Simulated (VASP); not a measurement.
# Mg (I4/mmm) in VASP: notebook

The runs below take Mg through single point, with PBEsol+D3(BJ).

Program: VASP 6.6.1. These are calculated values, not measurements. Logs are shortened: lines on timing, memory, paths and dates and some standing lists are left out, and cuts for length are marked.

## 1. The cell of the first run

The structure is tetragonal, space group I4/mmm (No. 139). The conventional cell has a = 3.627 Å, b = 3.627 Å, c = 3.442 Å, α = 90.00°, β = 90.00°, γ = 90.00°. Within 4.1 Å of Mg (site symmetry 4/mmm) lie 14 Mg at 3.09 to 3.63 Å.

## 2. Single point, PBEsol+D3(BJ)

Input file INCAR:

```
PREC     = Accurate       # precision mode
ENCUT    = 600            # plane-wave cutoff, eV
EDIFF    = 1E-6           # SCF threshold, eV
ISMEAR   = 1              # smearing method
SIGMA    = 0.1            # smearing width, eV
LREAL    = F              # projectors in reciprocal space
LASPH    = T              # aspherical terms in the spheres
NELM     = 120            # most SCF steps
ALGO     = Normal         # electronic algorithm
ISIF     = 2              # what is computed and relaxed
LWAVE    = F              # write WAVECAR
LCHARG   = F              # write CHGCAR
GGA      = PS             # functional
IVDW     = 12             # dispersion correction
NBANDS   = 7              # bands
GGA_COMPAT= F
```

Input file KPOINTS:

```
regular mesh
0
Gamma
  13 13 13
```

Input file POSCAR:

```
Mg
1.0
   -1.8135996197      1.8135996197      1.7211309732
    1.8135996197     -1.8135996197      1.7211309732
    1.8135996197      1.8135996197     -1.7211309732
Mg
1
Direct
    0.0000000000      0.0000000000      0.0000000000
```

Potentials or basis: VASP PAW PBE potentials, release 64 (Mg).

Run with:

```sh
cat potpaw_PBE.64/Mg/POTCAR > POTCAR
mpirun -np 1 vasp_std > vasp.out
```

OUTCAR:

```text
PREC = Accurate
   ENCUT = 600
   EDIFF = 1E-6
   ISMEAR = 1
   LREAL = F
   LASPH = T
   NELM = 120
   ISIF = 2
   GGA = PS
   IVDW = 12
 IVDW          = 12

 ion  position               nearest neighbor table
   1  0.000  0.000  0.000-

  LATTYP: Found a body centered tetragonal cell.
 ALAT       =     3.6271992394
 C/A-ratio  =     0.9490137484

  Lattice vectors:

 A1 = (  -1.8135996197,   1.8135996197,   1.7211309732)
 A2 = (   1.8135996197,  -1.8135996197,   1.7211309732)
 A3 = (   1.8135996197,   1.8135996197,  -1.7211309732)

Analysis of symmetry for initial positions (statically):
=====================================================================
 Subroutine PRICEL returns:
 Original cell was already a primitive cell.

 Routine SETGRP: Setting up the symmetry group for a
 body centered tetragonal supercell.

 Subroutine GETGRP returns: Found 16 space group operations
 (whereof 16 operations were pure point group operations)
 out of a pool of 16 trial point group operations.

The static configuration has the point symmetry D_4h.

Analysis of symmetry for dynamics (positions and initial velocities):
=====================================================================
 Subroutine PRICEL returns:
 Original cell was already a primitive cell.

 Routine SETGRP: Setting up the symmetry group for a
 body centered tetragonal supercell.

 Subroutine GETGRP returns: Found 16 space group operations
 (whereof 16 operations were pure point group operations)
 out of a pool of 16 trial point group operations.

The dynamic configuration has the point symmetry D_4h.

 Subroutine INISYM returns: Found 16 space group operations
 (whereof 16 operations are pure point group operations),
 and found     1 'primitive' translations

----------------------------------------------------------------------------------------

                                     Primitive cell

  volume of cell :      22.6442

  direct lattice vectors                    reciprocal lattice vectors
    -1.813599620  1.813599620  1.721130973     0.000000000  0.275694809  0.290506654
     1.813599620 -1.813599620  1.721130973     0.275694809  0.000000000  0.290506654
     1.813599620  1.813599620 -1.721130973     0.275694809  0.275694809  0.000000000

  length of vectors
     3.088782768  3.088782768  3.088782768     0.400501864  0.400501864  0.389891337

[... 71 lines left out ...]
   ICHARG =      2    charge: 1-file 2-atom 10-const
   ISPIN  =      1    spin polarized calculation?
   LNONCOLLINEAR =      F non collinear calculations
   LSORBIT =      F    spin-orbit coupling
   LASPH  =      T    aspherical Exc in radial PAW
   ENCUT  =  600.0 eV  44.10 Ry    6.64 a.u.   6.17  6.17  6.17*2*pi/ulx,y,z
   NELM   =    120;   NELMIN=  2; NELMDL= -5     # of ELM steps
   EDIFF  = 0.1E-05   stopping-criterion for ELM
   LREAL  =      F    real-space projection
[... 7 lines left out ...]
   TEBEG  =    0.0;   TEEND  =   0.0 temperature during run
   PSTRESS=    0.0 pullay stress
   NELECT =       2.0000    total number of electrons
   NUPDOWN=      -1.0000    fix difference up-down
   EMIN   =  10.00;   EMAX   =-10.00  energy-range for DOS
   EFERMI =   0.00;   METHOD = LEGACY
   ISMEAR =     1;   SIGMA  =   0.10  broadening in eV -4-tet -1-fermi 0-gaus
   EFERMI_NEDOS =   21; number of points for ismear=-14 and -15
   IALGO  =     38    algorithm
   IMIX   =      4    mixing-type and parameters
     AMIX     =   0.40;   BMIX     =  1.00
     AMIX_MAG =   1.60;   BMIX_MAG =  1.00
  volume/ion in A,a.u.               =      22.64       152.81
  Fermi-wavevector in a.u.,A,eV,Ry     =   0.729064  1.377732  7.231972  0.531535
  Thomas-Fermi vector in A             =   1.820694
   LORBIT       =      0    0 simple, 1 ext, 2 COOP (PROOUT), +10 PAW based schemes
   GGA     = PS    functional components
   LHFCALC =     F    Hartree Fock is set to
   AEXX    =    0.0000 exact exchange contribution
   IVDW    =    12    specifies the selected vdW correction
   LEPSILON=     F    determine dielectric tensor
   LRPA    =     F    only Hartree local field effects (RPA)
 non-spin polarized calculation
 Methfessel and Paxton  Order N= 1 SIGMA  =   0.10
  energy-cutoff  :      600.00
  volume of cell :       22.64
 maximum number of plane-waves:       779
 NGX is ok and might be reduce to    28
   NGX = 13   NGY = 13   NGZ = 13

 number of electron       2.0000000 magnetization

 Free energy of the ion-electron system (eV)
  ---------------------------------------------------
  ext. energy  EPLUGINS =         0.00000000
  ---------------------------------------------------
  free energy    TOTEN  =        -1.69492731 eV

  energy without entropy =       -1.69488815  energy(sigma->0) =       -1.69491425

 E-fermi :   2.7469     XC(G=0):  -8.5795

 val. band max:        2.7234113302   @ k =  -0.3846  -0.4615   0.2308
 cond. band min:       2.7710972419   @ k =   0.3077   0.3077   0.1538
 fundamental gap:      0.0476859118
 Fermi energy:         2.7468519871

 k-point     1 :       0.0000    0.0000    0.0000
  band No.  band energies     occupation
      1      -4.3216      2.00000
      2      15.0870      0.00000
      3      16.1562      0.00000
      4      16.1562      0.00000
      5      17.2217      0.00000
      6      17.5172      0.00000
      7      17.5172      0.00000
[... 221 lines left out ...]
 k-point    24 :       0.4615    0.1538    0.0000
  band No.  band energies     occupation
      1       0.9793      2.00000
      2       3.0266     -0.00055
      3       7.6583      0.00000
      4      11.2956      0.00000
      5      14.3485      0.00000
      6      17.6852      0.00000
      7      20.3350      0.00000

 [... further k-points ...]

------------------------ aborting loop because EDIFF is reached ----------------------------------------

 Edisp (eV)   -0.26492

 E8    (eV) :    -0.1756

  FORCE on cell =-STRESS in cart. coord.  units (eV):
  Direction    XX          YY          ZZ          XY          YZ          ZX
  --------------------------------------------------------------------------------------
  -------------------------------------------------------------------------------------
  Total      -0.24368    -0.24368    -0.45277     0.00000     0.00000     0.00000
  in kB     -17.24154   -17.24154   -32.03532     0.00000     0.00000     0.00000
  external pressure =      -22.17 kB  Pullay stress =        0.00 kB

 VOLUME and BASIS-vectors are now :
 -----------------------------------------------------------------------------
  energy-cutoff  :      600.00
  volume of cell :       22.64
      direct lattice vectors                 reciprocal lattice vectors
    -1.813599620  1.813599620  1.721130973     0.000000000  0.275694809  0.290506654
     1.813599620 -1.813599620  1.721130973     0.275694809  0.000000000  0.290506654
     1.813599620  1.813599620 -1.721130973     0.275694809  0.275694809  0.000000000

 POSITION                                       TOTAL-FORCE (eV/Angst)
 -----------------------------------------------------------------------------------
      0.00000      0.00000      0.00000        -0.000000     -0.000000      0.000000
 -----------------------------------------------------------------------------------
    total drift:                               -0.000000     -0.000000     -0.000000

  FREE ENERGIE OF THE ION-ELECTRON SYSTEM (eV)
  ---------------------------------------------------
  free  energy   TOTEN  =        -1.9598462937 eV

  energy  without entropy=       -1.9598071331  energy(sigma->0) =       -1.95983324
```

stdout:

```text
POSCAR found type information on POSCAR Mg
 POSCAR found :  1 types and       1 ions
 scaLAPACK will be used
 -----------------------------------------------------------------------------
|                                                                             |
|                                                                             |
|     You enforced a specific xc type in the INCAR file but a different       |
|     I HOPE YOU KNOW WHAT YOU ARE DOING!                                     |
|                                                                             |
 -----------------------------------------------------------------------------

 LDA part: xc-table for (Slater+PW92), standard interpolation
 POSCAR, INCAR and KPOINTS ok, starting setup
 FFT: planning ... GRIDC
 FFT: planning ... GRID_SOFT
 FFT: planning ... GRID
 WAVECAR not read
 entering main loop
```

Wall time 23 s (1 thread of Intel Xeon Platinum 8259CL at 2.50GHz (Skylake/Cascade Lake), shared host); peak memory 0.19 GiB.

Results:

```
Free energy                : -1.9598 eV
Pressure                   : -2.2 GPa
Band gap on the k mesh     : zero (bands 1 and 2 overlap by 4.12 eV)
Dispersion energy per atom : -0.265 eV
```

Caveat: the PAW data sets were made with another functional, which shifts forces and pressure a little.

## 3. Single point, PBEsol+D3(BJ)

Input file INCAR:

```
PREC = Accurate
ENCUT = 600
EDIFF = 1E-6
ISMEAR = 1
SIGMA = 0.1
LREAL = F
LASPH = T
NELM = 120
ALGO = Normal
ISIF = 2
LWAVE = F
LCHARG = F
GGA = PS
IVDW = 12
NBANDS = 7
GGA_COMPAT = F
```

KPOINTS is that of step 2.

Input file POSCAR:

```
Mg
1.0
   -1.7922611728      1.7922611728      1.7623581020
    1.7922611728     -1.7922611728      1.7623581020
    1.7922611728      1.7922611728     -1.7623581020
Mg
1
Direct
    0.0000000000      0.0000000000      0.0000000000
```

Potentials or basis: VASP PAW PBE potentials, release 64 (Mg).

Run with:

```sh
cat potpaw_PBE.64/Mg/POTCAR > POTCAR
mpirun -np 1 vasp_std > vasp.out
```

OUTCAR:

```text
PREC = Accurate
   ENCUT = 600
   EDIFF = 1E-6
   ISMEAR = 1
   LREAL = F
   LASPH = T
   NELM = 120
   ISIF = 2
   GGA = PS
   IVDW = 12
 IVDW          = 12

 ion  position               nearest neighbor table
   1  0.000  0.000  0.000-

  LATTYP: Found a body centered tetragonal cell.
 ALAT       =     3.5845223456
 C/A-ratio  =     0.9833154502

  Lattice vectors:

 A1 = (  -1.7922611728,   1.7922611728,   1.7623581020)
 A2 = (   1.7922611728,  -1.7922611728,   1.7623581020)
 A3 = (   1.7922611728,   1.7922611728,  -1.7623581020)

[... 419 lines left out ...]

 [... further k-points ...]

------------------------ aborting loop because EDIFF is reached ----------------------------------------

 Edisp (eV)   -0.26491

 E8    (eV) :    -0.1756

  FORCE on cell =-STRESS in cart. coord.  units (eV):
  Direction    XX          YY          ZZ          XY          YZ          ZX
  --------------------------------------------------------------------------------------
  -------------------------------------------------------------------------------------
  Total      -0.26747    -0.26747    -0.36985     0.00000    -0.00000     0.00000
  in kB     -18.92449   -18.92449   -26.16884     0.00000    -0.00000     0.00000
  external pressure =      -21.34 kB  Pullay stress =        0.00 kB

 VOLUME and BASIS-vectors are now :
 -----------------------------------------------------------------------------
  energy-cutoff  :      600.00
  volume of cell :       22.64
      direct lattice vectors                 reciprocal lattice vectors
    -1.792261173  1.792261173  1.762358102     0.000000000  0.278977198  0.283710785
     1.792261173 -1.792261173  1.762358102     0.278977198  0.000000000  0.283710785
     1.792261173  1.792261173 -1.762358102     0.278977198  0.278977198  0.000000000

 POSITION                                       TOTAL-FORCE (eV/Angst)
 -----------------------------------------------------------------------------------
      0.00000      0.00000      0.00000         0.000000      0.000000      0.000000
 -----------------------------------------------------------------------------------
    total drift:                                0.000000     -0.000000     -0.000000

  FREE ENERGIE OF THE ION-ELECTRON SYSTEM (eV)
  ---------------------------------------------------
  free  energy   TOTEN  =        -1.9555852810 eV

  energy  without entropy=       -1.9555159978  energy(sigma->0) =       -1.95556219
```

OSZICAR:

```text
N       E                     dE             d eps       ncg     rms          rms(c)
DAV:   1    -0.968927973264E+00   -0.96893E+00   -0.79638E+02  2891   0.214E+02
DAV:   2    -0.169897708842E+01   -0.73005E+00   -0.70791E+00  3598   0.116E+01
DAV:   3    -0.170207182672E+01   -0.30947E-02   -0.30917E-02  3486   0.861E-01
DAV:   4    -0.170207699242E+01   -0.51657E-05   -0.51657E-05  3927   0.258E-02
DAV:   5    -0.170207700915E+01   -0.16732E-07   -0.16700E-07  3598   0.889E-04    0.674E-01
DAV:   6    -0.169600626077E+01    0.60707E-02   -0.34761E-04  3143   0.107E-01    0.429E-01
DAV:   7    -0.169067264114E+01    0.53336E-02   -0.15093E-03  2954   0.197E-01    0.226E-02
DAV:   8    -0.169067729612E+01   -0.46550E-05   -0.11892E-05  4095   0.206E-02    0.529E-03
DAV:   9    -0.169067738065E+01   -0.84530E-07   -0.53278E-07  2954   0.277E-03
   1 F= -.19555853E+01 E0= -.19555622E+01  d E =-.692832E-04
```

It took 30 s on 1 thread of Intel Xeon Platinum 8259CL at 2.50GHz (Skylake/Cascade Lake), shared host; peak memory 0.19 GiB.

Results:

| Quantity | Value |
| --- | --- |
| Free energy | -1.9556 eV |
| Pressure | -2.1 GPa |
| Band gap on the k mesh | zero (bands 1 and 2 overlap by 3.59 eV) |
| Dispersion energy per atom | -0.265 eV |

Stress tensor (GPa, compression positive):
```
-1.89  0.00  0.00
 0.00 -1.89  0.00
 0.00  0.00 -2.62
```

Caveat: the PAW data sets were made with another functional, which shifts forces and pressure a little.

## 4. Single point, PBEsol+D3(BJ)

Input file INCAR:

```
PREC     = Accurate       # precision mode
ENCUT    = 600            # plane-wave cutoff, eV
EDIFF    = 1E-6           # SCF threshold, eV
ISMEAR   = 1              # smearing method
SIGMA    = 0.1            # smearing width, eV
LREAL    = False          # projectors in reciprocal space
LASPH    = True           # aspherical terms in the spheres
NELM     = 120            # most SCF steps
ALGO     = Normal         # electronic algorithm
ISIF     = 2              # what is computed and relaxed
LWAVE    = False          # write WAVECAR
LCHARG   = False          # write CHGCAR
GGA      = PS             # functional
IVDW     = 12             # dispersion correction
NBANDS   = 7              # bands
GGA_COMPAT= False
```

KPOINTS is that of step 3.

Input file POSCAR:

```
Mg
1.0
   -1.7718928050      1.7718928050      1.8031085097
    1.7718928050     -1.7718928050      1.8031085097
    1.7718928050      1.7718928050     -1.8031085097
Mg
1
Direct
    0.0000000000      0.0000000000      0.0000000000
```

Run with:

```sh
cat potpaw_PBE.64/Mg/POTCAR > POTCAR
mpirun -np 1 vasp_std > vasp.out
```

It took 24 s on 1 thread of Intel Xeon Platinum 8259CL at 2.50GHz (Skylake/Cascade Lake), shared host; peak memory 0.19 GiB.

It converged, with:

```yaml
Free_energy: -1.9554 eV
Pressure: -2.1 GPa
Band_gap_on_the_k_mesh: zero (bands 1 and 2 overlap by 3.46 eV)
Dispersion_energy_per_atom: -0.265 eV
```

Stress tensor (GPa, compression positive):
```
-2.28  0.00  0.00
 0.00 -2.28  0.00
 0.00  0.00 -1.83
```

Levels at points of the mesh, in eV from the Fermi level:
| k point | band 1 | band 2 | band 3 | band 4 | band 5 | band 6 |
| --- | --- | --- | --- | --- | --- | --- |
| (0.00, 0.00, 0.00) | -7.04 | 12.94 | 12.94 | 13.28 | 14.89 | 15.13 |

Caveat: the PAW data sets were made with another functional, which shifts forces and pressure a little.

[end of part 1 of 2]

The gap in the log of VASP goes by the Fermi energy; the results here count the filled bands.